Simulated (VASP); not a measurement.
# MgO (P-4m2) in VASP: a series of runs, part 2 of 3

VASP 6.6.1.

### 3 Single point, LDA (atoms displaced along several vibrational modes)

INCAR reads:

```
PREC = Accurate
ENCUT = 520
EDIFF = 1E-6
ISMEAR = 0
SIGMA = 0.05
LREAL = F
LASPH = T
NELM = 60
ALGO = Normal
ISIF = 2
LWAVE = F
LCHARG = F
GGA = CA
NBANDS = 36
```

KPOINTS reads:

```
regular mesh
0
Gamma
  4 4 4
```

POSCAR reads:

```
MgO
1.0
    5.5230736673      0.0000000000      0.0000000000
    0.0000000000      5.5230736673      0.0000000000
    0.0000000000      0.0000000000      5.5230736673
Mg O
6 6
Direct
    0.2500000000     -0.0080118694      0.5000000000
    0.0000000000      0.5080118694      0.2500000000
    0.5000000000      0.7500000000      0.0000000000
    0.7500000000     -0.0080118694      0.5000000000
    0.0000000000      0.5080118694      0.7500000000
    0.5000000000      0.2500000000      0.0000000000
    0.2500000000      0.4843565367      0.0000000000
    0.5000000000      0.0156434633      0.2500000000
    0.0000000000      0.7500000000      0.5000000000
    0.7500000000      0.4843565367      0.0000000000
    0.5000000000      0.0156434633      0.7500000000
    0.0000000000      0.2500000000      0.5000000000
```

Potentials or basis: VASP PAW LDA potentials, release 64 (Mg, O).

On the command line:

```bash
$ cat potpaw_LDA.64/Mg/POTCAR potpaw_LDA.64/O/POTCAR > POTCAR
$ mpirun -np 1 vasp_std > vasp.out
```

OUTCAR:

```text
PREC = Accurate
   ENCUT = 520
   EDIFF = 1E-6
   ISMEAR = 0
   LREAL = F
   LASPH = T
   NELM = 60
   ISIF = 2
   GGA = CA

 ion  position               nearest neighbor table
   1  0.250  0.992  0.500-   9 1.92   8 1.96  11 1.96  12 1.98   4 2.76   4 2.76   5 3.31   2 3.31
                             3 3.36   3 3.36   6 3.40   6 3.40   2 3.45   5 3.45
   2  0.000  0.508  0.250-   9 1.92   7 1.96  10 1.96  12 1.98   5 2.76   5 2.76   1 3.31   4 3.31
                             3 3.36   3 3.36   6 3.40   6 3.40   1 3.45   4 3.45
   3  0.500  0.750  0.000-   7 2.01   8 2.01  10 2.01  11 2.01   6 2.76   6 2.76   4 3.36   5 3.36
                             1 3.36   1 3.36   4 3.36   2 3.36   2 3.36   5 3.36
   4  0.750  0.992  0.500-   9 1.92   8 1.96  11 1.96  12 1.98   1 2.76   1 2.76   5 3.31   2 3.31
                             3 3.36   3 3.36   6 3.40   6 3.40   2 3.45   5 3.45
   5  0.000  0.508  0.750-   9 1.92   7 1.96  10 1.96  12 1.98   2 2.76   2 2.76   4 3.31   1 3.31
                             3 3.36   3 3.36   6 3.40   6 3.40   1 3.45   4 3.45
   6  0.500  0.250  0.000-   7 1.89   8 1.89  10 1.89  11 1.89   3 2.76   3 2.76   1 3.40   4 3.40
                             5 3.40   1 3.40   4 3.40   2 3.40   2 3.40   5 3.40
   7  0.250  0.484  0.000-   6 1.89   5 1.96   2 1.96   3 2.01
   8  0.500  0.016  0.250-   6 1.89   4 1.96   1 1.96   3 2.01
   9  0.000  0.750  0.500-   1 1.92   2 1.92   4 1.92   5 1.92
  10  0.750  0.484  0.000-   6 1.89   5 1.96   2 1.96   3 2.01
  11  0.500  0.016  0.750-   6 1.89   4 1.96   1 1.96   3 2.01
  12  0.000  0.250  0.500-   1 1.98   2 1.98   4 1.98   5 1.98

  LATTYP: Found a simple cubic cell.
 ALAT       =     5.5230736673

  Lattice vectors:

 A1 = (   5.5230736673,   0.0000000000,   0.0000000000)
 A2 = (   0.0000000000,   5.5230736673,   0.0000000000)
 A3 = (   0.0000000000,   0.0000000000,   5.5230736673)

Analysis of symmetry for initial positions (statically):
=====================================================================
 Subroutine PRICEL returns:
 Original cell was already a primitive cell.

 Routine SETGRP: Setting up the symmetry group for a
 simple cubic supercell.
[... 167 lines left out ...]
  energy-cutoff  :      520.00
  volume of cell :      168.48
 maximum number of plane-waves:      4632
 NGX is ok and might be reduce to    42
   NGX = 21   NGY = 21   NGZ = 21

 number of electron      47.9999991 magnetization

 Free energy of the ion-electron system (eV)
  ---------------------------------------------------
  ext. energy  EPLUGINS =         0.00000000
  ---------------------------------------------------
  free energy    TOTEN  =       -77.09674048 eV

  energy without entropy =      -77.09674048  energy(sigma->0) =      -77.09674048

 E-fermi :   0.0435     XC(G=0):  -9.1945

 val. band max:       -0.1820716847   @ k =   0.5000   0.0000   0.5000
 cond. band min:       2.5744169215   @ k =   0.0000   0.0000   0.0000
 fundamental gap:      2.7564886062
 Fermi energy:         0.0434607704

 k-point     1 :       0.0000    0.0000    0.0000
  band No.  band energies     occupation
      1     -16.2405      2.00000
      2     -15.8212      2.00000
      3     -15.6415      2.00000
      4     -15.1579      2.00000
      5     -15.1579      2.00000
      6     -14.9345      2.00000
[... 691 lines left out ...]
     35      11.6991      0.00000
     36      11.7810      0.00000

------------------------ aborting loop because EDIFF is reached ----------------------------------------

  FORCE on cell =-STRESS in cart. coord.  units (eV):
  Direction    XX          YY          ZZ          XY          YZ          ZX
  --------------------------------------------------------------------------------------
  -------------------------------------------------------------------------------------
  Total       -0.3637962     -0.7458440     -0.3637962      0.0000000      0.0000000      0.0000000
  in kB       -3.4596028     -7.0927731     -3.4596028      0.0000000      0.0000000      0.0000000
  external PRESSURE =      -4.6706596 kB  Pullay stress =       0.0000000 kB

 VOLUME and BASIS-vectors are now :
 -----------------------------------------------------------------------------
  energy-cutoff  :      520.00
  volume of cell :      168.48
      direct lattice vectors                 reciprocal lattice vectors
     5.523073667  0.000000000  0.000000000     0.181058603  0.000000000  0.000000000
     0.000000000  5.523073667  0.000000000     0.000000000  0.181058603  0.000000000
     0.000000000  0.000000000  5.523073667     0.000000000  0.000000000  0.181058603

 POSITION                                       TOTAL-FORCE (eV/Angst)
 -----------------------------------------------------------------------------------
      1.38077      5.47882      2.76154         0.066227      1.058518      0.000000
      0.00000      2.80579      1.38077        -0.000000     -1.058518     -0.066227
      2.76154      4.14231      0.00000        -0.000000      0.000000      0.000000
      4.14231      5.47882      2.76154        -0.066227      1.058518      0.000000
      0.00000      2.80579      4.14231        -0.000000     -1.058518      0.066227
      2.76154      1.38077      0.00000        -0.000000      0.000000      0.000000
      1.38077      2.67514      0.00000        -0.180996      1.366881      0.000000
      2.76154      0.08640      1.38077         0.000000     -1.366881      0.180996
      0.00000      4.14231      2.76154        -0.000000      0.000000      0.000000
      4.14231      2.67514      0.00000         0.180996      1.366881      0.000000
      2.76154      0.08640      4.14231         0.000000     -1.366881     -0.180996
      0.00000      1.38077      2.76154        -0.000000      0.000000      0.000000
 -----------------------------------------------------------------------------------
    total drift:                                0.000000     -0.000000      0.000000

  FREE ENERGIE OF THE ION-ELECTRON SYSTEM (eV)
  ---------------------------------------------------
  free  energy   TOTEN  =       -77.0967404769 eV

  energy  without entropy=      -77.0967404768  energy(sigma->0) =      -77.09674048
```

OSZICAR:

```text
N       E                     dE             d eps       ncg     rms          rms(c)
DAV:   1     0.257666441524E+03    0.25767E+03   -0.22123E+04  1296   0.116E+03
DAV:   2    -0.671242836356E+02   -0.32479E+03   -0.30810E+03  1720   0.257E+02
DAV:   3    -0.926712798235E+02   -0.25547E+02   -0.25406E+02  1628   0.760E+01
DAV:   4    -0.929250856076E+02   -0.25381E+00   -0.25354E+00  1536   0.881E+00
DAV:   5    -0.929277150751E+02   -0.26295E-02   -0.26288E-02  1540   0.881E-01    0.210E+01
DAV:   6    -0.780026735898E+02    0.14925E+02   -0.59693E+01  1480   0.364E+01    0.725E+00
DAV:   7    -0.774530069830E+02    0.54967E+00   -0.12823E+00  1392   0.570E+00    0.391E+00
DAV:   8    -0.770974899751E+02    0.35552E+00   -0.53391E-01  1436   0.487E+00    0.746E-01
DAV:   9    -0.770945346671E+02    0.29553E-02   -0.47322E-02  1596   0.113E+00    0.277E-01
DAV:  10    -0.770966234221E+02   -0.20888E-02   -0.15407E-03  1368   0.234E-01    0.172E-01
DAV:  11    -0.770966868424E+02   -0.63420E-04   -0.16648E-03  1404   0.208E-01    0.390E-02
DAV:  12    -0.770967306192E+02   -0.43777E-04   -0.51312E-05  1568   0.533E-02    0.257E-02
DAV:  13    -0.770967410752E+02   -0.10456E-04   -0.38923E-05  1396   0.325E-02    0.907E-03
DAV:  14    -0.770967404769E+02    0.59831E-06   -0.91890E-06  1572   0.183E-02
   1 F= -.77096740E+02 E0= -.77096740E+02  d E =-.588732E-11
```

It took 2.4 min on 1 thread of Intel Xeon 8259CL, shared host; peak memory 0.26 GiB.

Results:

| Property | Result |
| --- | --- |
| Free energy | -77.0967 eV |
| Pressure | -0.5 GPa |
| Largest force | 1.379 eV/Å |
| Band gap on the k mesh | 2.76 eV (least direct gap 2.77 eV) |

Forces in eV/Å, atoms in the order of the input:
```
Mg   0.066  1.059  0.000
Mg   0.000 -1.059 -0.066
Mg   0.000  0.000  0.000
Mg  -0.066  1.059  0.000
Mg   0.000 -1.059  0.066
Mg   0.000  0.000  0.000
O   -0.181  1.367  0.000
O    0.000 -1.367  0.181
O    0.000  0.000  0.000
O    0.181  1.367  0.000
O    0.000 -1.367 -0.181
O    0.000  0.000  0.000
```

Caveat: the cell differs from its parent crystal (atoms displaced along several vibrational modes); forces of over 1 eV/Å act on the atoms, so gaps and moduli don't describe the material at rest.

### 4 Single point, LDA (atoms displaced along several vibrational modes)

INCAR reads:

```
SYSTEM = MgO
  PREC = Accurate
  ENCUT = 520
  EDIFF = 1E-6
  ISMEAR = 0
  SIGMA = 0.05
  LREAL = .FALSE.
  LASPH = .TRUE.
  NELM = 60
  ALGO = Normal
  ISIF = 2
  LWAVE = .FALSE.
  LCHARG = .FALSE.
  NBANDS = 36
```

KPOINTS reads:

```
regular mesh
0
G
  4 4 4
  0 0 0
```

POSCAR reads:

```
MgO
1.0
    5.5230736673      0.0000000000      0.0000000000
    0.0000000000      5.5230736673      0.0000000000
    0.0000000000      0.0000000000      5.5230736673
Mg O
6 6
Direct
    0.2500000000     -0.0024171061      0.5000000000
    0.0000000000      0.5024171061      0.2500000000
    0.5000000000      0.7500000000      0.0000000000
    0.7500000000     -0.0024171061      0.5000000000
    0.0000000000      0.5024171061      0.7500000000
    0.5000000000      0.2500000000      0.0000000000
    0.2500000000      0.5237576573      0.0000000000
    0.5000000000     -0.0237576573      0.2500000000
    0.0000000000      0.7500000000      0.5000000000
    0.7500000000      0.5237576573      0.0000000000
    0.5000000000     -0.0237576573      0.7500000000
    0.0000000000      0.2500000000      0.5000000000
```

On the command line:

```bash
$ cat potpaw_LDA.64/Mg/POTCAR potpaw_LDA.64/O/POTCAR > POTCAR
$ mpirun -np 1 vasp_std > vasp.out
```

Run time: 2.9 min. Hardware: 1 thread of Intel Xeon 8259CL, shared host; peak memory 0.25 GiB.

The run converged. Its results:

- Free energy: -76.9768 eV
- Pressure: -0.1 GPa
- Largest force: 1.791 eV/Å
- Band gap on the k mesh: 2.77 eV

Forces in eV/Å, atoms in the order of the input:
```
Mg   0.029 -0.327  0.000
Mg   0.000  0.327 -0.029
Mg   0.000  0.000  0.000
Mg  -0.029 -0.327  0.000
Mg   0.000  0.327  0.029
Mg   0.000  0.000  0.000
O   -0.361 -1.754  0.000
O    0.000  1.754  0.361
O    0.000  0.000  0.000
O    0.361 -1.754  0.000
O    0.000  1.754 -0.361
O    0.000  0.000  0.000
```

Stress tensor (GPa, compression positive):
```
 0.01  0.00  0.00
 0.00 -0.31  0.00
 0.00  0.00  0.01
```

Levels at points of the mesh, in eV from the valence-band top:
| k point | band 22 | band 23 | band 24 | band 25 | band 26 | band 27 |
| --- | --- | --- | --- | --- | --- | --- |
| (0.00, 0.00, 0.00) | -0.03 | 0.00 | 0.00 | 2.77 | 5.76 | 7.82 |
| (0.50, 0.00, 0.00) | -0.61 | -0.03 | 0.00 | 4.66 | 4.66 | 7.51 |
| (0.00, 0.50, 0.00) | -0.61 | 0.00 | 0.00 | 4.51 | 4.92 | 7.37 |
| (0.50, 0.50, 0.00) | -0.62 | -0.48 | 0.00 | 5.24 | 5.61 | 6.20 |
| (0.50, 0.00, 0.50) | -0.62 | -0.50 | -0.03 | 5.57 | 5.61 | 5.61 |
| (0.50, 0.50, 0.50) | -0.85 | -0.82 | -0.82 | 6.06 | 6.06 | 6.83 |

Caveat: the cell differs from its parent crystal (atoms displaced along several vibrational modes); forces of over 1 eV/Å act on the atoms, so gaps and moduli don't describe the material at rest.

[end of part 2 of 3]
